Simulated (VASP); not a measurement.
# CaSe (Immm) in VASP: further runs

Runs on CaSe. Level: LDA. Tasks: single point.

Everything below comes from runs of VASP 6.6.1. Logs are shortened: lines on timing, memory, paths and dates and some standing lists are left out, and cuts for length are marked.

**1. The cell of the first run**

It takes space group Immm (No. 71, orthorhombic). The conventional cell has a = 4.097 Å, b = 4.264 Å, c = 5.912 Å, α = 90.00°, β = 90.00°, γ = 90.00°. Ca (site symmetry mmm) has 6 Se at 2.96 Å within 3.9 Å. Within 3.9 Å of Se (site symmetry mmm) lie 6 Ca at 2.96 Å.

**2. Single point, LDA (strain -0.0400 x Voigt [0, 0, 0, 0, 1, 0])**

INCAR reads:

```
PREC     = Accurate       # precision mode
ENCUT    = 520            # plane-wave cutoff, eV
EDIFF    = 1E-7           # SCF threshold, eV
ISMEAR   = 0              # smearing method
SIGMA    = 0.05           # smearing width, eV
LREAL    = False          # projectors in reciprocal space
LASPH    = True           # aspherical terms in the spheres
NELM     = 100            # most SCF steps
ALGO     = Normal         # electronic algorithm
ISIF     = 2              # what is computed and relaxed
LWAVE    = False          # write WAVECAR
LCHARG   = False          # write CHGCAR
GGA      = CA             # functional
NBANDS   = 15             # bands
```

KPOINTS reads:

```
regular mesh
0
Gamma
  8 8 8
```

POSCAR reads:

```
CaSe
1.0
   -0.0591200000      2.9560000000      2.9560000000
    2.8968800000      0.0000000000      2.8968800000
    2.9560000000      2.9560000000     -0.0591200000
Ca Se
1 1
Direct
    0.0000000000      0.0000000000      0.0000000000
    0.5000000000      0.5000000000      0.5000000000
```

Potentials or basis: VASP PAW LDA potentials, release 64 (Ca_sv, Se).

On the command line:

```bash
$ cat potpaw_LDA.64/Ca_sv/POTCAR potpaw_LDA.64/Se/POTCAR > POTCAR
$ mpirun -np 1 vasp_std > vasp.out
```

OUTCAR:

```text
PREC = Accurate
   ENCUT = 520
   EDIFF = 1E-7
   ISMEAR = 0
   LREAL = False
   LASPH = True
   NELM = 100
   ISIF = 2
   GGA = CA

 ion  position               nearest neighbor table
   1  0.000  0.000  0.000-   2 2.96   2 2.96   2 2.96   2 2.96   2 2.96   2 2.96
   2  0.500  0.500  0.500-   1 2.96   1 2.96   1 2.96   1 2.96   1 2.96   1 2.96

  LATTYP: Found a body centered orthorhombic cell.
 ALAT       =     4.0968069846
 B/A-ratio  =     1.0408163265
 C/A-ratio  =     1.4430750636

  Lattice vectors:

 A1 = (   2.9560000000,  -2.9560000000,  -0.0591200000)
 A2 = (  -2.9560000000,  -2.9560000000,   0.0591200000)
 A3 = (   0.0591200000,   2.9560000000,  -2.9560000000)

Analysis of symmetry for initial positions (statically):
=====================================================================
 Subroutine PRICEL returns:
 Original cell was already a primitive cell.

 Routine SETGRP: Setting up the symmetry group for a
 body centered orthorhombic supercell.

 Subroutine GETGRP returns: Found  8 space group operations
 (whereof  8 operations were pure point group operations)
 out of a pool of  8 trial point group operations.

The static configuration has the point symmetry D_2h.

Analysis of symmetry for dynamics (positions and initial velocities):
=====================================================================
 Subroutine PRICEL returns:
 Original cell was already a primitive cell.

 Routine SETGRP: Setting up the symmetry group for a
 body centered orthorhombic supercell.

 Subroutine GETGRP returns: Found  8 space group operations
 (whereof  8 operations were pure point group operations)
 out of a pool of  8 trial point group operations.

The dynamic configuration has the point symmetry D_2h.

 Subroutine INISYM returns: Found  8 space group operations
 (whereof  8 operations are pure point group operations),
 and found     1 'primitive' translations

----------------------------------------------------------------------------------------

                                     Primitive cell

  volume of cell :      51.6380

  direct lattice vectors                    reciprocal lattice vectors
    -0.059120000  2.956000000  2.956000000    -0.165830879  0.169147497  0.165830879
     2.896880000  0.000000000  2.896880000     0.172599486 -0.169147497  0.172599486
     2.956000000  2.956000000 -0.059120000     0.165830879  0.169147497 -0.165830879

  length of vectors
     4.180833311  4.096806985  4.180833311     0.289155039  0.296971448  0.289155039

  position of ions in fractional coordinates (direct lattice)
     0.000000000  0.000000000  0.000000000
     0.500000000  0.500000000  0.500000000

  ion indices of the primitive-cell ions
   primitive index   ion index
                 1           1
                 2           2

----------------------------------------------------------------------------------------

 KPOINTS: regular mesh

Automatic generation of k-mesh.
 Grid dimensions read from file:
 generate k-points for:    8    8    8

 Generating k-lattice:

  Cartesian coordinates                     Fractional coordinates (reciprocal lattice)
    -0.020728860  0.021143437  0.020728860     0.125000000  0.000000000  0.000000000
     0.021574936 -0.021143437  0.021574936     0.000000000  0.125000000  0.000000000
     0.020728860  0.021143437 -0.020728860     0.000000000  0.000000000  0.125000000

  Length of vectors
     0.036144380  0.037121431  0.036144380

  Shift w.r.t. Gamma in fractional coordinates (k-lattice)
     0.000000000  0.000000000  0.000000000

 Subroutine IBZKPT returns following result:
 ===========================================

 Found     95 irreducible k-points:

 Following reciprocal coordinates:
            Coordinates               Weight
  0.000000  0.000000  0.000000      1.000000
  0.125000  0.000000  0.000000      4.000000
  0.250000  0.000000  0.000000      4.000000
  0.375000  0.000000 -0.000000      4.000000
  0.500000  0.000000  0.000000      2.000000
  0.000000  0.125000  0.000000      4.000000
[... 16 lines left out ...]
[... 45 lines left out ...]
  band No.  band energies     occupation
      1     -36.9116      2.00000
      2     -18.2055      2.00000
      3     -18.2024      2.00000
      4     -18.1994      2.00000
      5      -9.4803      2.00000
      6       2.2578      2.00000
      7       2.3612      2.00000
      8       2.4831      2.00000
      9       5.4232      0.00000
     10       5.7641      0.00000
     11       5.9554      0.00000
     12       6.0545      0.00000
     13       6.5249      0.00000
     14       6.5278      0.00000
     15      11.9443      0.00000

 k-point     2 :       0.1250    0.0000    0.0000
  band No.  band energies     occupation
      1     -36.9106      2.00000
      2     -18.2187      2.00000
      3     -18.2068      2.00000
      4     -18.2020      2.00000
      5      -9.3883      2.00000
      6       1.4988      2.00000
      7       2.0868      2.00000
      8       2.2398      2.00000
      9       5.7797      0.00000
     10       6.0892      0.00000
     11       6.2570      0.00000
     12       6.4256      0.00000
     13       6.9199      0.00000
     14       6.9394      0.00000
     15      12.1020      0.00000

 k-point     3 :       0.2500    0.0000    0.0000
  band No.  band energies     occupation
      1     -36.9081      2.00000
      2     -18.2615      2.00000
      3     -18.2100      2.00000
      4     -18.2041      2.00000
      5      -9.1550      2.00000
      6       0.2572      2.00000
      7       1.6258      2.00000
      8       1.7775      2.00000
      9       5.9569      0.00000
     10       6.5781      0.00000
     11       6.7514      0.00000
     12       7.8247      0.00000
     13       7.9341      0.00000
     14       7.9455      0.00000
     15      11.5873      0.00000
[... 343 lines left out ...]
 k-point    23 :       0.1250    0.3750   -0.0000
  band No.  band energies     occupation
      1     -36.9048      2.00000
      2     -18.2988      2.00000
      3     -18.2178      2.00000
      4     -18.2096      2.00000
      5      -8.9310      2.00000
      6      -0.3123      2.00000
      7       1.1306      2.00000
      8       1.3921      2.00000
      9       5.8306      0.00000
     10       7.1682      0.00000
     11       7.4449      0.00000
     12       8.0837      0.00000
     13       8.2131      0.00000
     14       9.5661      0.00000
     15      10.7946      0.00000

 k-point    24 :       0.2500    0.3750   -0.0000
  band No.  band energies     occupation
      1     -36.9042      2.00000
      2     -18.2851      2.00000
      3     -18.2265      2.00000
      4     -18.2211      2.00000
      5      -8.9606      2.00000
      6      -0.1539      2.00000
      7       1.2970      2.00000
      8       1.4980      2.00000
      9       4.9715      0.00000
     10       7.2496      0.00000
     11       7.2773      0.00000
     12       7.9484      0.00000
     13       8.0408      0.00000
     14       9.6456      0.00000
     15      10.8063      0.00000

 [... further k-points ...]

------------------------ aborting loop because EDIFF is reached ----------------------------------------

  FORCE on cell =-STRESS in cart. coord.  units (eV):
  Direction    XX          YY          ZZ          XY          YZ          ZX
  --------------------------------------------------------------------------------------
  -------------------------------------------------------------------------------------
  Total       -0.9265099     -0.9452617     -0.9265099      0.0000000      0.0000000      0.3614269
  in kB      -28.7469052    -29.3287201    -28.7469052      0.0000000      0.0000000     11.2140237
  external PRESSURE =     -28.9408435 kB  Pullay stress =       0.0000000 kB

 VOLUME and BASIS-vectors are now :
 -----------------------------------------------------------------------------
  energy-cutoff  :      520.00
  volume of cell :       51.64
      direct lattice vectors                 reciprocal lattice vectors
    -0.059120000  2.956000000  2.956000000    -0.165830879  0.169147497  0.165830879
     2.896880000  0.000000000  2.896880000     0.172599486 -0.169147497  0.172599486
     2.956000000  2.956000000 -0.059120000     0.165830879  0.169147497 -0.165830879

 POSITION                                       TOTAL-FORCE (eV/Angst)
 -----------------------------------------------------------------------------------
      0.00000      0.00000      0.00000         0.000000      0.000000      0.000000
      2.89688      2.95600      2.89688        -0.000000     -0.000000     -0.000000
 -----------------------------------------------------------------------------------
    total drift:                                0.000000     -0.000000     -0.000000

  FREE ENERGIE OF THE ION-ELECTRON SYSTEM (eV)
  ---------------------------------------------------
  free  energy   TOTEN  =       -10.5503495282 eV

  energy  without entropy=      -10.5503495282  energy(sigma->0) =      -10.55034953
```

It took 22 s on 1 thread of Intel Xeon 6975P-C (Granite Rapids), shared host; peak memory 0.21 GiB.

Results:

```yaml
Free_energy: -10.5503 eV
Pressure: -2.9 GPa
Band_gap_on_the_k_mesh: 1.73 eV (least direct gap 2.63 eV)
```

Stress tensor (GPa, compression positive):
```
-2.87  0.00  1.12
 0.00 -2.93  0.00
 1.12  0.00 -2.87
```

Levels at points of the mesh, in eV from the valence-band top:
```csv
k point,band 4,band 5,band 6,band 7,band 8,band 9,band 10,band 11,band 12,band 13
"(0.00, 0.00, 0.00)",-20.68,-11.96,-0.23,-0.12,0.00,2.94,3.28,3.47,3.57,4.04
"(0.50, 0.00, 0.00)",-20.69,-11.27,-3.50,-1.35,-1.20,4.32,5.01,5.27,5.28,7.23
"(0.00, 0.50, 0.00)",-20.69,-11.23,-3.44,-1.49,-1.35,4.19,5.14,5.20,5.43,7.33
"(0.50, 0.50, 0.00)",-20.72,-11.38,-2.67,-1.06,-1.06,1.74,4.70,4.80,5.75,5.77
"(0.50, 0.00, 0.50)",-20.72,-11.38,-2.67,-1.22,-0.90,1.73,4.73,4.82,5.77,5.78
```

Caveat: the cell differs from its parent crystal (strain -0.0400 x Voigt [0, 0, 0, 0, 1, 0]).

**3. Single point, LDA (strain +0.0300 x Voigt [0, 0, 0, 0, 1, 0])**

INCAR reads:

```
  ALGO = Normal
  EDIFF = 1E-7
  ENCUT = 520
  GGA = CA
  ISIF = 2
  ISMEAR = 0
  LASPH = True
  LCHARG = False
  LREAL = False
  LWAVE = False
  NBANDS = 15
  NELM = 100
  PREC = Accurate
  SIGMA = 0.05
```

KPOINTS reads:

```
k-points
0
Gamma
  8 8 8
```

POSCAR reads:

```
CaSe
1.0
    0.0443400000      2.9560000000      2.9560000000
    3.0003400000      0.0000000000      3.0003400000
    2.9560000000      2.9560000000      0.0443400000
Ca Se
1 1
Direct
    0.0000000000      0.0000000000      0.0000000000
    0.5000000000      0.5000000000      0.5000000000
```

Potentials or basis: VASP PAW LDA potentials, release 64 (Ca_sv, Se).

On the command line:

```bash
$ cat potpaw_LDA.64/Ca_sv/POTCAR potpaw_LDA.64/Se/POTCAR > POTCAR
$ mpirun -np 1 vasp_std > vasp.out
```

Wall time 20 s (1 thread of Intel Xeon 6975P-C (Granite Rapids), shared host); peak memory 0.21 GiB.

The run converged. Its results:

| Quantity | Value |
| --- | --- |
| Free energy | -10.5534 eV |
| Pressure | -2.9 GPa |
| Band gap on the k mesh | 1.77 eV (least direct gap 2.68 eV) |

Stress tensor (GPa, compression positive):
```
-2.89  0.00 -0.84
 0.00 -2.92  0.00
-0.84  0.00 -2.89
```

Levels at points of the mesh, in eV from the valence-band top:
| k point | band 4 | band 5 | band 6 | band 7 | band 8 | band 9 | band 10 | band 11 | band 12 | band 13 |
| --- | --- | --- | --- | --- | --- | --- | --- | --- | --- | --- |
| (0.00, 0.00, 0.00) | -20.65 | -11.93 | -0.17 | -0.09 | 0.00 | 2.99 | 3.35 | 3.48 | 3.57 | 4.07 |
| (0.50, 0.00, 0.00) | -20.66 | -11.20 | -3.42 | -1.42 | -1.32 | 4.24 | 5.19 | 5.24 | 5.41 | 7.36 |
| (0.00, 0.50, 0.00) | -20.66 | -11.24 | -3.46 | -1.32 | -1.21 | 4.34 | 5.09 | 5.29 | 5.29 | 7.29 |
| (0.50, 0.50, 0.00) | -20.69 | -11.35 | -2.64 | -1.03 | -1.03 | 1.77 | 4.74 | 4.84 | 5.79 | 5.81 |
| (0.50, 0.00, 0.50) | -20.69 | -11.35 | -2.64 | -1.15 | -0.91 | 1.77 | 4.76 | 4.85 | 5.80 | 5.82 |

Caveat: the cell differs from its parent crystal (strain +0.0300 x Voigt [0, 0, 0, 0, 1, 0]). A k mesh can miss the band edges.

**4. Single point, LDA (strain -0.0200 x Voigt [0, 0, 0, 0, 1, 0])**

INCAR reads:

```
SYSTEM = CaSe
PREC     = Accurate       ! precision mode
ENCUT    = 520            ! plane-wave cutoff, eV
EDIFF    = 1E-7           ! SCF threshold, eV
ISMEAR   = 0              ! smearing method
SIGMA    = 0.05           ! smearing width, eV
LREAL    = .FALSE.        ! projectors in reciprocal space
LASPH    = .TRUE.         ! aspherical terms in the spheres
NELM     = 80             ! most SCF steps
ALGO     = Normal         ! electronic algorithm
ISIF     = 2              ! what is computed and relaxed
LWAVE    = .FALSE.        ! write WAVECAR
LCHARG   = .TRUE.         ! write CHGCAR
LELF     = .TRUE.         ! ELF
LVHAR    = .TRUE.       
NBANDS   = 15             ! bands
```

KPOINTS reads:

```
Automatic mesh
0
G
  8 8 8
  0 0 0
```

POSCAR reads:

```
CaSe
1.0
   -0.0295600000      2.9560000000      2.9560000000
    2.9264400000      0.0000000000      2.9264400000
    2.9560000000      2.9560000000     -0.0295600000
Ca Se
1 1
Direct
    0.0000000000      0.0000000000      0.0000000000
    0.5000000000      0.5000000000      0.5000000000
```

On the command line:

```bash
$ cat potpaw_LDA.64/Ca_sv/POTCAR potpaw_LDA.64/Se/POTCAR > POTCAR
$ mpirun -np 1 vasp_std > vasp.out
```

It took 21 s on 1 thread of Intel Xeon 6975P-C (Granite Rapids), shared host; peak memory 0.21 GiB.

Results (log left out):

| Quantity | Value |
| --- | --- |
| Free energy | -10.5555 eV |
| Pressure | -2.9 GPa |
| Band gap on the k mesh | 1.80 eV (least direct gap 2.72 eV) |

Stress tensor (GPa, compression positive):
```
-2.89  0.00  0.56
 0.00 -2.91  0.00
 0.56  0.00 -2.89
```

Levels at points of the mesh, in eV from the valence-band top:
```
           k point  band 5  band 6  band 7  band 8  band 9  band 10  band 11  band 12
(0.00, 0.00, 0.00)  -11.90   -0.11   -0.06    0.00    3.04     3.41     3.50     3.56
(0.50, 0.00, 0.00)  -11.20   -3.42   -1.29   -1.22    4.35     5.18     5.31     5.31
(0.00, 0.50, 0.00)  -11.18   -3.40   -1.36   -1.29    4.28     5.24     5.28     5.39
(0.50, 0.50, 0.00)  -11.32   -2.61   -1.00   -1.00    1.80     4.78     4.87     5.83
(0.50, 0.00, 0.50)  -11.32   -2.61   -1.08   -0.92    1.80     4.79     4.88     5.84
```

Caveat: the cell differs from its parent crystal (strain -0.0200 x Voigt [0, 0, 0, 0, 1, 0]). A k mesh can miss the band edges.

**5. Single point, LDA (strain +0.0100 x Voigt [0, 0, 0, 0, 1, 0])**

INCAR reads:

```
PREC = Accurate ; ENCUT = 520
EDIFF = 1E-7 ; ISMEAR = 0
SIGMA = 0.05 ; LREAL = F
LASPH = T ; NELM = 60
ALGO = Normal ; ISIF = 2
LWAVE = F ; LCHARG = F
NBANDS = 15
```

KPOINTS reads:

```
Automatic mesh
0
Gamma
  8 8 8
```

POSCAR reads:

```
CaSe
1.0
    0.0147800000      2.9560000000      2.9560000000
    2.9707800000      0.0000000000      2.9707800000
    2.9560000000      2.9560000000      0.0147800000
Ca Se
1 1
Direct
    0.0000000000      0.0000000000      0.0000000000
    0.5000000000      0.5000000000      0.5000000000
```

On the command line:

```bash
$ cat potpaw_LDA.64/Ca_sv/POTCAR potpaw_LDA.64/Se/POTCAR > POTCAR
$ mpirun -np 1 vasp_std > vasp.out
```

Run time: 19 s. Hardware: 1 thread of Intel Xeon 6975P-C (Granite Rapids), shared host; peak memory 0.21 GiB.

It converged, with:

```yaml
Free_energy: -10.5568 eV
Pressure: -2.9 GPa
Band_gap_on_the_k_mesh: 1.83 eV (least direct gap 2.76 eV)
```

Stress tensor (GPa, compression positive):
```
-2.90  0.00 -0.28
 0.00 -2.90  0.00
-0.28  0.00 -2.90
```

Levels at points of the mesh, in eV from the valence-band top:
```csv
k point,band 6,band 7,band 8,band 9,band 10,band 11
"(0.00, 0.00, 0.00)",-0.06,-0.03,0.00,3.08,3.48,3.52
"(0.50, 0.00, 0.00)",-3.37,-1.30,-1.26,4.33,5.29,5.32
"(0.00, 0.50, 0.00)",-3.39,-1.26,-1.22,4.36,5.26,5.33
"(0.50, 0.50, 0.00)",-2.58,-0.97,-0.97,1.83,4.81,4.90
"(0.50, 0.00, 0.50)",-2.58,-1.01,-0.93,1.83,4.82,4.90
```

Caveat: the cell differs from its parent crystal (strain +0.0100 x Voigt [0, 0, 0, 0, 1, 0]).

**6. Single point, LDA (strain +0.0350 x Voigt [0, 0, 0, 0, 1, 0])**

INCAR reads:

```
ALGO = Normal ; EDIFF = 1E-6
ENCUT = 520 ; GGA = CA
ISIF = 2 ; ISMEAR = 0
LASPH = True ; LCHARG = False
LREAL = False ; LWAVE = False
NBANDS = 15 ; NELM = 80
PREC = Accurate ; SIGMA = 0.05
```

KPOINTS reads:

```
k-points
0
Gamma
  8 8 8
```

POSCAR reads:

```
CaSe
1.0
    0.0517300000      2.9560000000      2.9560000000
    3.0077300000      0.0000000000      3.0077300000
    2.9560000000      2.9560000000      0.0517300000
Ca Se
1 1
Direct
    0.0000000000      0.0000000000      0.0000000000
    0.5000000000      0.5000000000      0.5000000000
```

Potentials or basis: VASP PAW LDA potentials, release 64 (Ca_sv, Se).

On the command line:

```bash
$ cat potpaw_LDA.64/Ca_sv/POTCAR potpaw_LDA.64/Se/POTCAR > POTCAR
$ mpirun -np 1 vasp_std > vasp.out
```

Run time: 18 s. Hardware: 1 thread of Intel Xeon 6975P-C (Granite Rapids), shared host; peak memory 0.21 GiB.

Results (log left out):

* Free energy: -10.5520 eV
* Pressure: -2.9 GPa
* Band gap on the k mesh: 1.75 eV (least direct gap 2.65 eV)

Stress tensor (GPa, compression positive):
```
-2.88  0.00 -0.98
 0.00 -2.92  0.00
-0.98  0.00 -2.88
```

Levels at points of the mesh, in eV from the valence-band top:
| k point | band 5 | band 6 | band 7 | band 8 | band 9 | band 10 | band 11 | band 12 |
| --- | --- | --- | --- | --- | --- | --- | --- | --- |
| (0.00, 0.00, 0.00) | -11.95 | -0.20 | -0.11 | 0.00 | 2.97 | 3.31 | 3.48 | 3.57 |
| (0.50, 0.00, 0.00) | -11.22 | -3.43 | -1.45 | -1.34 | 4.21 | 5.17 | 5.22 | 5.42 |
| (0.00, 0.50, 0.00) | -11.26 | -3.48 | -1.33 | -1.20 | 4.33 | 5.05 | 5.28 | 5.29 |
| (0.50, 0.50, 0.00) | -11.36 | -2.65 | -1.05 | -1.05 | 1.76 | 4.72 | 4.82 | 5.77 |
| (0.50, 0.00, 0.50) | -11.37 | -2.65 | -1.18 | -0.90 | 1.75 | 4.75 | 4.83 | 5.79 |

Caveat: the cell differs from its parent crystal (strain +0.0350 x Voigt [0, 0, 0, 0, 1, 0]).

**7. Overview**

```tsv
cell	gap on the mesh (eV)	pressure (GPa)
a = 4.181, b = 4.097 Å, angles 60.7, 61.3, 60.7°, 2 atoms	1.73	-2.9
a = 4.181, b = 4.243 Å, angles 59.5, 59.0, 59.5°, 2 atoms	1.77	-2.9
a = 4.181, b = 4.139 Å, angles 60.3, 60.7, 60.3°, 2 atoms	1.80	-2.9
a = 4.180, b = 4.201 Å, angles 59.8, 59.7, 59.8°, 2 atoms	1.83	-2.9
a = 4.181, b = 4.254 Å, angles 59.4, 58.8, 59.4°, 2 atoms	1.75	-2.9
```

Alike in all rows: task single point; level LDA; potentials or basis VASP PAW LDA potentials, release 64 (Ca_sv, Se); no spin polarisation; k mesh 8 × 8 × 8; cutoff (eV) 520; smearing gaussian 0.05 eV.

Total energies depend on the potentials used, so only differences within one code and one set of settings carry meaning.
